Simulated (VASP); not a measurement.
# In (R-3m) in VASP: electric field gradients with PBE

Aim: the electric field gradients of In with PBE.

All numbers are computed with VASP 6.6.1; they aren't measurements. Logs are shortened: lines on timing, memory, paths and dates and some standing lists are left out, and cuts for length are marked.

### Step 1. The cell of the first run

It takes space group R-3m (No. 166, trigonal). The conventional cell has a = 3.383 Å, b = 3.383 Å, c = 24.946 Å, α = 90.00°, β = 90.00°, γ = 120.00°. Within 4.4 Å of In (site symmetry -3m) lie 12 In at 3.38 to 3.40 Å. In (site symmetry 3m) has 12 In at 3.38 to 3.40 Å within 4.4 Å.

### Step 2. Electric field gradients, PBE (27.48 Å³/atom)

INCAR reads:

```
ALGO = Normal ; EDIFF = 1E-8
ENCUT = 520 ; GGA = PE
ISIF = 2 ; ISMEAR = -1
LASPH = T ; LCHARG = F
LEFG = T ; LREAL = F
LWAVE = F ; NBANDS = 26
NELM = 80 ; PREC = Accurate
SIGMA = 0.05
```

KPOINTS reads:

```
k-points
0
Gamma
  14 14 14
```

POSCAR reads:

```
In
1.0
    1.6916082417      0.9766504737      8.3154685732
   -1.6916082417      0.9766504737      8.3154685732
    0.0000000000     -1.9533009474      8.3154685732
In
3
Direct
    0.0000000000      0.0000000000      0.0000000000
    0.7780122400      0.7780122400      0.7780122400
    0.2219877600      0.2219877600      0.2219877600
```

Potentials or basis: VASP PAW PBE potentials, release 64 (In_d).

Launch:

```console
$ cat potpaw_PBE.64/In_d/POTCAR > POTCAR
$ mpirun -np 1 vasp_std > vasp.out
```

OUTCAR:

```text
EDIFF = 1E-8
   ENCUT = 520
   GGA = PE
   ISIF = 2
   ISMEAR = -1
   LASPH = T
   LREAL = F
   NELM = 80
   PREC = Accurate

 ion  position               nearest neighbor table
   1  0.000  0.000  0.000-   2 3.40   3 3.40   2 3.40   2 3.40   3 3.40   3 3.40
   2  0.778  0.778  0.778-   3 3.38   3 3.38   3 3.38   1 3.40   1 3.40   1 3.40
   3  0.222  0.222  0.222-   2 3.38   2 3.38   2 3.38   1 3.40   1 3.40   1 3.40

  LATTYP: Found a trigonal (rhomboedric) cell.
 ALAT       =     8.5418032161
 COS(alpha) =     0.9215612875

  Lattice vectors:

 A1 = (   1.6916082417,   0.9766504737,   8.3154685732)
 A2 = (  -1.6916082417,   0.9766504737,   8.3154685732)
 A3 = (   0.0000000000,  -1.9533009474,   8.3154685732)

Analysis of symmetry for initial positions (statically):
=====================================================================
 Subroutine PRICEL returns:
 Original cell was already a primitive cell.

 Routine SETGRP: Setting up the symmetry group for a
 trigonal (rhombohedral) supercell.

 Subroutine GETGRP returns: Found 12 space group operations
 (whereof 12 operations were pure point group operations)
 out of a pool of 12 trial point group operations.

The static configuration has the point symmetry D_3d.

Analysis of symmetry for dynamics (positions and initial velocities):
=====================================================================
 Subroutine PRICEL returns:
 Original cell was already a primitive cell.

 Routine SETGRP: Setting up the symmetry group for a
 trigonal (rhombohedral) supercell.

 Subroutine GETGRP returns: Found 12 space group operations
 (whereof 12 operations were pure point group operations)
 out of a pool of 12 trial point group operations.

The dynamic configuration has the point symmetry D_3d.

 Subroutine INISYM returns: Found 12 space group operations
 (whereof 12 operations are pure point group operations),
 and found     1 'primitive' translations

----------------------------------------------------------------------------------------

                                     Primitive cell

  volume of cell :      82.4284

  direct lattice vectors                    reciprocal lattice vectors
     1.691608242  0.976650474  8.315468573     0.295576711  0.170651294  0.040085935
    -1.691608242  0.976650474  8.315468573    -0.295576711  0.170651294  0.040085935
     0.000000000 -1.953300947  8.315468573     0.000000000 -0.341302587  0.040085935

  length of vectors
     8.541803216  8.541803216  8.541803216     0.343648568  0.343648568  0.343648568

  position of ions in fractional coordinates (direct lattice)
     0.000000000  0.000000000  0.000000000
     0.778012240  0.778012240  0.778012240
     0.221987760  0.221987760  0.221987760

  ion indices of the primitive-cell ions
   primitive index   ion index
                 1           1
                 2           2
                 3           3

----------------------------------------------------------------------------------------

 KPOINTS: k-points

Automatic generation of k-mesh.
 Grid dimensions read from file:
 generate k-points for:   14   14   14

 Generating k-lattice:

  Cartesian coordinates                     Fractional coordinates (reciprocal lattice)
     0.021112622  0.012189378  0.002863281     0.071428571  0.000000000  0.000000000
    -0.021112622  0.012189378  0.002863281     0.000000000  0.071428571  0.000000000
     0.000000000 -0.024378756  0.002863281     0.000000000  0.000000000  0.071428571

  Length of vectors
     0.024546326  0.024546326  0.024546326

  Shift w.r.t. Gamma in fractional coordinates (k-lattice)
     0.000000000  0.000000000  0.000000000

 Subroutine IBZKPT returns following result:
 ===========================================

 Found    288 irreducible k-points:

 Following reciprocal coordinates:
            Coordinates               Weight
  0.000000  0.000000  0.000000      1.000000
  0.071429  0.000000 -0.000000      6.000000
  0.142857 -0.000000  0.000000      6.000000
  0.214286  0.000000  0.000000      6.000000
  0.285714  0.000000 -0.000000      6.000000
  0.357143  0.000000 -0.000000      6.000000
[... 16 lines left out ...]
  0.214286  0.142857  0.000000     12.000000
  0.285714  0.142857  0.000000     12.000000
 [... further k-points ...]
   k-points           NKPTS =    288   k-points in BZ     NKDIM =    288   number of bands    NBANDS=     26
   number of dos      NEDOS =    301   number of ions     NIONS =      3
   total plane-waves  NPLWV = 262144
   dimension x,y,z NGX =    64 NGY =   64 NGZ =   64
   dimension x,y,z NGXF=   128 NGYF=  128 NGZF=  128
   ions per type =               3
   NGX,Y,Z   is equivalent  to a cutoff of  12.46, 12.46, 12.46 a.u.
   NGXF,Y,Z  is equivalent  to a cutoff of  24.91, 24.91, 24.91 a.u.
 SYSTEM =  unknown system
   PREC   = accura    normal or accurate (medium, high low for compatibility)
   ISTART =      0    job   : 0-new  1-cont  2-samecut
   ICHARG =      2    charge: 1-file 2-atom 10-const
   ISPIN  =      1    spin polarized calculation?
   LNONCOLLINEAR =      F non collinear calculations
   LSORBIT =      F    spin-orbit coupling
   LASPH  =      T    aspherical Exc in radial PAW
   ENCUT  =  520.0 eV  38.22 Ry    6.18 a.u.  15.88 15.88 15.88*2*pi/ulx,y,z
   NELM   =     80;   NELMIN=  2; NELMDL= -5     # of ELM steps
   EDIFF  = 0.1E-07   stopping-criterion for ELM
   LREAL  =      F    real-space projection
   EDIFFG = 0.1E-06   stopping-criterion for IOM
   NSW    =      0    number of steps for IOM
   IBRION =     -1    ionic relax: 0-MD 1-quasi-New 2-CG
   NFREE  =      0    steps in history (QN), initial steepest desc. (CG)
   ISIF   =      2    stress and relaxation
   ISYM   =      2    0-nonsym 1-usesym 2-fastsym
   POTIM  = 0.5000    time-step for ionic-motion
   TEBEG  =    0.0;   TEEND  =   0.0 temperature during run
   PSTRESS=    0.0 pullay stress
   NELECT =      39.0000    total number of electrons
   NUPDOWN=      -1.0000    fix difference up-down
   EMIN   =  10.00;   EMAX   =-10.00  energy-range for DOS
   EFERMI =   0.00;   METHOD = LEGACY
   ISMEAR =    -1;   SIGMA  =   0.05  broadening in eV -4-tet -1-fermi 0-gaus
   EFERMI_NEDOS =   21; number of points for ismear=-14 and -15
   IALGO  =     38    algorithm
   IMIX   =      4    mixing-type and parameters
     AMIX     =   0.40;   BMIX     =  1.00
     AMIX_MAG =   1.60;   BMIX_MAG =  1.00
  volume/ion in A,a.u.               =      27.48       185.42
  Fermi-wavevector in a.u.,A,eV,Ry     =   1.275667  2.410661 22.141125  1.627327
  Thomas-Fermi vector in A             =   2.408367
   LORBIT       =      0    0 simple, 1 ext, 2 COOP (PROOUT), +10 PAW based schemes
   GGA     = PE    functional components
   LHFCALC =     F    Hartree Fock is set to
   AEXX    =    0.0000 exact exchange contribution
   IVDW    =     0    specifies the selected vdW correction
   LEPSILON=     F    determine dielectric tensor
   LRPA    =     F    only Hartree local field effects (RPA)
 non-spin polarized calculation
  energy-cutoff  :      520.00
  volume of cell :       82.43
 maximum number of plane-waves:      2239
   NGX = 31   NGY = 31   NGZ = 31

 number of electron      38.9999999 magnetization

 Free energy of the ion-electron system (eV)
  ---------------------------------------------------
  ext. energy  EPLUGINS =         0.00000000
  ---------------------------------------------------
  free energy    TOTEN  =        -7.67042961 eV

  energy without entropy =       -7.65726323  energy(sigma->0) =       -7.66384642

 E-fermi :   7.0047     XC(G=0): -10.0230

 val. band max:        7.0027675769   @ k =   0.2857   0.0714   0.0714
 cond. band min:       7.0054424482   @ k =  -0.2857   0.5000   0.2143
 fundamental gap:      0.0026748714
 Fermi energy:         7.0046717610

 k-point     1 :       0.0000    0.0000    0.0000
  band No.  band energies     occupation
      1      -7.6417      2.00000
      2      -7.6390      2.00000
      3      -7.6083      2.00000
      4      -7.6016      2.00000
      5      -7.6016      2.00000
      6      -7.5826      2.00000
[... 18 lines left out ...]
     25      16.9099      0.00000
     26      16.9110      0.00000
[... 644 lines left out ...]
      4      -7.5954      2.00000
      5      -7.5646      2.00000
      6      -7.5535      2.00000
[... 18 lines left out ...]
     25      13.1784      0.00000
     26      14.4176      0.00000

 [... further k-points ...]
[... 5 lines left out ...]
  --------------------------------------------------------------------------------------
  -------------------------------------------------------------------------------------
  Total        0.0341160      0.0341160      0.1366645      0.0000000      0.0000000      0.0000000
  in kB        0.6631197      0.6631197      2.6563745      0.0000000      0.0000000      0.0000000
  external PRESSURE =       1.3275380 kB  Pullay stress =       0.0000000 kB

 VOLUME and BASIS-vectors are now :
 -----------------------------------------------------------------------------
  energy-cutoff  :      520.00
  volume of cell :       82.43
      direct lattice vectors                 reciprocal lattice vectors
     1.691608242  0.976650474  8.315468573     0.295576711  0.170651294  0.040085935
    -1.691608242  0.976650474  8.315468573    -0.295576711  0.170651294  0.040085935
     0.000000000 -1.953300947  8.315468573     0.000000000 -0.341302587  0.040085935

 POSITION                                       TOTAL-FORCE (eV/Angst)
 -----------------------------------------------------------------------------------
      0.00000      0.00000      0.00000         0.000000      0.000000     -0.000000
      0.00000      0.00000     19.40861         0.000000     -0.000000     -0.004765
      0.00000      0.00000      5.53780         0.000000      0.000000      0.004765
 -----------------------------------------------------------------------------------
    total drift:                                0.000000      0.000000     -0.000000

  FREE ENERGIE OF THE ION-ELECTRON SYSTEM (eV)
  ---------------------------------------------------
  free  energy   TOTEN  =        -7.6704296143 eV

  energy  without entropy=       -7.6572632334  energy(sigma->0) =       -7.66384642

 Electric field gradients (V/A^2)
---------------------------------------------------------------------
 ion       V_xx      V_yy      V_zz      V_xy      V_xz      V_yz
---------------------------------------------------------------------
   1      -1.272    -1.272     2.545     0.000     0.000    -0.000
   2       2.193     2.193    -4.385    -0.000     0.000    -0.000
   3       2.193     2.193    -4.385    -0.000     0.000    -0.000
---------------------------------------------------------------------

 Electric field gradients after diagonalization (V/A^2)
 (convention: |V_zz| > |V_xx| > |V_yy|)
----------------------------------------------------------------------
 ion       V_xx      V_yy      V_zz     asymmetry (V_yy - V_xx)/ V_zz
----------------------------------------------------------------------
   1      -1.272    -1.272     2.545       0.000
   2       2.193     2.193    -4.385       0.000
   3       2.193     2.193    -4.385       0.000
----------------------------------------------------------------------

           NMR quadrupolar parameters

 Cq : quadrupolar parameter    Cq=e*Q*V_zz/h
 eta: asymmetry parameters     (V_yy - V_xx)/ V_zz
 Q  : nuclear electric quadrupole moment in mb (millibarn)
----------------------------------------------------------------------
 ion       Cq(MHz)       eta       Q (mb)
----------------------------------------------------------------------
   1       0.006       0.000       1.000
   2      -0.011       0.000       1.000
   3      -0.011       0.000       1.000
----------------------------------------------------------------------
```

Wall time 45 min (1 thread of Intel Xeon Platinum 8488C (Sapphire Rapids), shared host); peak memory 0.81 GiB.

Results:

```yaml
Free_energy: -7.6704 eV
Pressure: 0.1 GPa
Largest_force: 0.005 eV/Å
Band_gap_on_the_k_mesh: zero (an odd number of electrons rules out a gap without spin polarisation)
Largest_electric_field_gradient_by_atom: In +2.5, -4.4 (each value once) V/Å²
```

Forces on the atoms (eV/Å):
```
In   0.000  0.000  0.000
In   0.000  0.000 -0.005
In   0.000  0.000  0.005
```

Stress tensor (GPa, compression positive):
```
0.07 0.00 0.00
0.00 0.07 0.00
0.00 0.00 0.27
```

Electric field gradients, principal values (V/Å²):
| atom | least | middle | greatest (by size) |
| --- | --- | --- | --- |
| 1 In | -1.272 | -1.272 | 2.545 |
| 2 In | 2.193 | 2.193 | -4.385 |
| 3 In | 2.193 | 2.193 | -4.385 |

Caveat: without QUAD_EFG the Cq values of the log hold for a quadrupole moment of 1 mb, not for the nuclei; spin-orbit coupling is left out, which moves the levels of the heavy elements.
